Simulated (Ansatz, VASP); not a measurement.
# LiF: VASP beside Ansatz

The input INCAR:

```
SYSTEM = LiF
PREC     = Accurate       ! precision mode
ENCUT    = 600            ! plane-wave cutoff, eV
EDIFF    = 1E-7           ! SCF threshold, eV
ISMEAR   = 0              ! smearing method
SIGMA    = 0.02           ! smearing width, eV
LREAL    = .FALSE.        ! projectors in reciprocal space
LASPH    = .TRUE.         ! aspherical terms in the spheres
NELM     = 80             ! most SCF steps
ALGO     = Normal         ! electronic algorithm
ISIF     = 3              ! what is computed and relaxed
LWAVE    = .FALSE.        ! write WAVECAR
LCHARG   = .FALSE.        ! write CHGCAR
GGA      = PE             ! functional
IBRION   = 2              ! ionic algorithm
NSW      = 100            ! ionic steps
EDIFFG   = -0.01          ! ionic threshold
```

Contents of KPOINTS:

```
Automatic mesh
0
G
  10 10 10
  0 0 0
```

POSCAR

```
LiF
1.0
    0.0000000000      2.0325944588      2.0325944588
    2.0325944588      0.0000000000      2.0325944588
    2.0325944588      2.0325944588      0.0000000000
Li F
1 1
Direct
    0.5000000000      0.5000000000      0.5000000000
    0.0000000000      0.0000000000      0.0000000000
```

Input for Ansatz:

```yaml
crystal:
  lattice:
    - [0.0, 2.0325944588, 2.0325944588]
    - [2.0325944588, 0.0, 2.0325944588]
    - [2.0325944588, 2.0325944588, 0.0]
  atoms:
    - { symbol: Li, position: [0.5, 0.5, 0.5] }
    - { symbol: F, position: [0.0, 0.0, 0.0] }
basis:
  ecutwfc: 420
kpoints:
  mp_grid: { grid: [10, 10, 10] }
hamiltonian:
  xc: pbe
scf:
  occupations: { method: gaussian, width: 0.02 }
output:
  forces: true
  stress: true
  eigenvalues: true
  write_density: true
  write_potential: true
  elf: true
  volumetric_format: npy
relax:
  adjacent_minimum: "off"
  f_tol: 0.01
  max_steps: 80
  cell: { stress_tol: 0.05 }
```

Alike in both runs: task relaxation of cell and atoms; functional PBE; k mesh 10 × 10 × 10; occupations gaussian, width 0.02 eV; no spin polarisation.

|  | VASP | Ansatz |
| --- | --- | --- |
| version | VASP 6.6.1 | Ansatz 0.2.0 |
| potentials or method | VASP PAW PBE potentials, release 64 (Li_sv, F), cutoff 600 eV | scalar-relativistic, plane waves, PAW |
| valence electrons in the cell | 10 | 10 |

Ansatz gave:

| Property | Result |
| --- | --- |
| gap on the k mesh at the Fermi level, each at its own relaxed structure (eV) | 8.83 |
| relaxed volume (Å³/atom) | 8.41 |
| relaxed length of the cell vector where the two differ most in proportion (Å) | 2.876 |

**Question.** Estimate VASP's values.

**Answer.** gap on the k mesh at the Fermi level, each at its own relaxed structure (eV): 8.93; relaxed volume (Å³/atom): 8.31; relaxed length of the cell vector where the two differ most in proportion (Å): 2.865.

Noted on VASP's run: the cutoff is under 1.25 times that of the potentials, so the pressure is a little rough.
